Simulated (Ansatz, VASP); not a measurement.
## Two plane-wave programs on Se

POSCAR

```
Se
1.0
    4.3551700000      0.0000000000      0.0000000000
   -2.1775850000      3.7716878578      0.0000000000
    0.0000000000      0.0000000000      4.9494500000
Se
3
Direct
    0.7830000000      0.7830000000      0.5000000000
    0.0000000000      0.2170000000      0.8333333333
    0.2170000000      0.0000000000      0.1666666667
```

Contents of INCAR.step1:

```
SYSTEM = Se
ALGO     = Normal         ! electronic algorithm
EDIFF    = 1E-5           ! SCF threshold, eV
ENCUT    = 520            ! plane-wave cutoff, eV
GGA      = PE             ! functional
ISIF     = 2              ! what is computed and relaxed
ISMEAR   = -1             ! smearing method
LASPH    = .True.         ! aspherical terms in the spheres
LCHARG   = .False.        ! write CHGCAR
LREAL    = .False.        ! projectors in reciprocal space
LWAVE    = .True.         ! write WAVECAR
NBANDS   = 16             ! bands
NELM     = 100            ! most SCF steps
PREC     = Accurate       ! precision mode
SIGMA    = 0.05           ! smearing width, eV
```

The input INCAR.step2:

```
SYSTEM = Se
AEXX     = 0.25           ! exact-exchange fraction
ALGO     = Normal         ! electronic algorithm
EDIFF    = 1E-6           ! SCF threshold, eV
ENCUT    = 520            ! plane-wave cutoff, eV
GGA      = PE             ! functional
HFSCREEN = 0.6            ! screening, 1/A
ISIF     = 2              ! what is computed and relaxed
ISMEAR   = -1             ! smearing method
ISTART   = 1            
LASPH    = .True.         ! aspherical terms in the spheres
LCHARG   = .False.        ! write CHGCAR
LHFCALC  = .True.         ! exact exchange
LREAL    = .False.        ! projectors in reciprocal space
LWAVE    = .False.        ! write WAVECAR
NBANDS   = 16             ! bands
NELM     = 100            ! most SCF steps
PREC     = Accurate       ! precision mode
PRECFOCK = Normal       
SIGMA    = 0.05           ! smearing width, eV
```

Contents of KPOINTS:

```
k-points
0
Gamma
  4 4 3
  0 0 0
```

File input.yaml:

```yaml
crystal:
  lattice:
    - [4.35517, 0.0, 0.0]
    - [-2.177585, 3.7716878578, 0.0]
    - [0.0, 0.0, 4.94945]
  atoms:
    - { symbol: Se, position: [0.783, 0.783, 0.5] }
    - { symbol: Se, position: [0.0, 0.217, 0.8333333333] }
    - { symbol: Se, position: [0.217, 0.0, 0.1666666667] }
hamiltonian:
  xc: { exchange: pbe, correlation: pbe, exx: { coeff: 0.25, omega: 0.6 } }
  pseudopotentials: { kind: paw }
kpoints:
  mp_grid: { grid: [4, 4, 3] }
scf:
  occupations: { method: fermi_dirac, width: 0.05 }
output:
  forces: true
  stress: true
  eigenvalues: true
```

Alike in both runs: task single point; functional PBE-based screened hybrid with a share of 0.25 of exact exchange and HFSCREEN = 0.6; k mesh 4 × 4 × 3; occupations fermi-dirac, width 0.05 eV; no spin polarisation.

|  | VASP | Ansatz |
| --- | --- | --- |
| version | VASP 6.6.1 | Ansatz 0.2.0 |
| potentials or method | VASP PAW PBE potentials, release 64 (Se) | Ansatz PAW |
| plane-wave cutoff (eV) | 520 | 420 |
| valence electrons in the cell | 18 | 48 |

Ansatz gave:

```
gap on the k mesh at the Fermi level (eV)                     : 2.04
least direct gap on the mesh (eV)                             : 2.32
pressure (GPa)                                                : 4.3
traceless stress, the component that is largest in VASP (GPa) : 0.82
rms of the force components (eV/Å)                            : 0.479
```

What did VASP give for the same quantities?

gap on the k mesh at the Fermi level (eV): 2.04; least direct gap on the mesh (eV): 2.32; pressure (GPa): 4.2; traceless stress, the component that is largest in VASP (GPa): 0.73; rms of the force components (eV/Å): 0.464.

VASP's potentials were made for PBE, not for PBE-based screened hybrid. Atom by atom the forces differ by 0.015 eV/Å (rms over components). VASP's potentials hold 18 valence electrons a cell and Ansatz's 48, so a difference there can come from the potentials and not from the codes.

The k mesh is coarse, so the values compare programs but aren't converged. Noted on Ansatz's run: odd divisions of the mesh miss points on the zone boundary, where band edges often lie, so the gap on the mesh can be too wide.
